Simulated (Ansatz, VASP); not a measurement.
**MgO in VASP and in Ansatz**

```
Mg O
1.0
     0.00000    2.10713    2.10713
     2.10713    0.00000    2.10713
     2.10713    2.10713    0.00000
Mg O
1 1
Direct
  0.00000 0.00000 0.00000
  0.50000 0.50000 0.50000
```

Alike in both runs: task single point; functional LDA; k mesh 10 × 10 × 10; occupations gaussian, width 0.02 eV; no spin polarisation.

|  | VASP | Ansatz |
| --- | --- | --- |
| version | VASP 6.6.1 | Ansatz 0.2.0 |
| potentials or method | VASP PAW LDA potentials, release 64 (Mg_sv, O), cutoff 750 eV | scalar-relativistic, plane waves, PAW |
| valence electrons in the cell | 16 | 16 |

```csv
,VASP,Ansatz,Ansatz less VASP
gap on the k mesh at the Fermi level (eV),4.66,4.64,-0.014
least direct gap on the mesh (eV),4.66,4.64,-0.014
pressure (GPa),-6.3,-6.3,+0.04
```

LDA's correlation is that of Perdew and Zunger in VASP and of Perdew and Wang (1992) in Ansatz.
